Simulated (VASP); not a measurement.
Re: single point with PBE

The system is Re.

```
Re
1.0
     0.00000    2.20762    1.53959
     2.20762    0.00000    1.53959
     2.20762    2.20762    0.00000
Re
1
Direct
  0.00000 0.00000 0.00000
```

This cell differs from its parent crystal: volume 15.007 Å^3 an atom, c/a of the conventional cell 0.6974.

```yaml
Program: VASP 6.6.1
Task: single point
Functional: PBE
Potentials_or_basis: VASP PAW PBE potentials, release 64 (Re)
Cutoff: 520 eV
k_mesh: 10 × 10 × 10
Occupations: gaussian, width 0.15 eV
Spin: no spin polarisation
Dipole_correction: no
Further_INCAR_settings: ALGO = Fast; EDIFF = 1e-06; NBANDS = 10
```

* Pressure: 1.4 GPa

Stress tensor (GPa, compression positive):
```
1.57 0.00 0.00
0.00 1.57 0.00
0.00 0.00 1.01
```

Levels at points of the mesh, in eV from the Fermi level:
```tsv
k point	band 1	band 2	band 3	band 4	band 5	band 6	band 7	band 8	band 9
(0.00, 0.00, 0.00)	-10.59	-2.74	-2.55	-2.55	0.68	0.89	15.48	15.48	15.75
(0.50, 0.00, 0.00)	-7.33	-4.88	0.03	0.72	1.60	4.42	9.88	11.96	16.82
(0.50, 0.50, 0.00)	-6.95	-6.90	3.49	3.49	3.53	7.77	7.77	8.18	15.67
(0.50, 0.00, 0.50)	-7.33	-4.70	-0.09	0.52	1.45	4.39	9.75	12.06	17.18
```

It took 32 s on 1 thread of Intel Xeon 8259CL, with other jobs on the host, peak memory 0.14 GiB.

Caveat: spin-orbit coupling is left out, which moves the levels of the heavy elements.
